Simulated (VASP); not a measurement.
Write the native input for VASP 6.6.1 that does the following.

```
Task                   : single point
Functional             : PBE
Potentials or basis    : VASP PAW PBE potentials, release 64 (Al, Ga_d, As)
Cutoff                 : 520 eV
k mesh                 : 4 × 4 × 4
Occupations            : gaussian, width 0.1 eV
Spin                   : no spin polarisation
Dipole correction      : no
Further INCAR settings : ALGO = Normal; EDIFF = 1e-06; NBANDS = 31
```

The structure of Al3GaAs4 lies in POSCAR:

```
Al3GaAs4
1.0
    5.5585517300      0.0000000000      0.0000000000
    0.0000000000      5.5585517300      0.0000000000
    0.0000000000      0.0000000000      5.5585517300
Al Ga As
3 1 4
Direct
    0.0000000000      0.5000000000      0.5000000000
    0.5000000000      0.5000000000      0.0000000000
    0.5000000000      0.0000000000      0.5000000000
    0.0000000000      0.0000000000      0.0000000000
    0.7384977300      0.7384977300      0.2615022700
    0.7384977300      0.2615022700      0.7384977300
    0.2615022700      0.7384977300      0.7384977300
    0.2615022700      0.2615022700      0.2615022700
```

One way to write it, as run:

INCAR

```
SYSTEM = Al3GaAs4
  PREC = Accurate
  ENCUT = 520
  EDIFF = 1E-6
  ISMEAR = 0
  SIGMA = 0.1
  LREAL = .FALSE.
  LASPH = .TRUE.
  NELM = 100
  ALGO = Normal
  ISIF = 2
  LWAVE = .FALSE.
  LCHARG = .FALSE.
  GGA = PE
  NBANDS = 31
```

KPOINTS

```
Automatic mesh
0
G
  4 4 4
  0 0 0
```

Potentials or basis: VASP PAW PBE potentials, release 64 (Al, Ga_d, As).

Run with:

```console
$ cat potpaw_PBE.64/Al/POTCAR potpaw_PBE.64/Ga_d/POTCAR potpaw_PBE.64/As/POTCAR > POTCAR
$ mpirun -np 1 vasp_std > vasp.out
```

It gave:

```json
{
 "Pressure": "8.2 GPa",
 "Largest force": "1.279 eV/Å",
 "Band gap on the k mesh": "1.05 eV, direct"
}
```

Caveat: forces of over 1 eV/Å act on the atoms, so gaps and moduli don't describe the material at rest.

Wall time 50 s on 1 thread of Intel(R) Xeon(R) Platinum 8375C CPU @ 2.90GHz (Ice Lake), with other jobs on the host, peak memory 0.27 GiB.
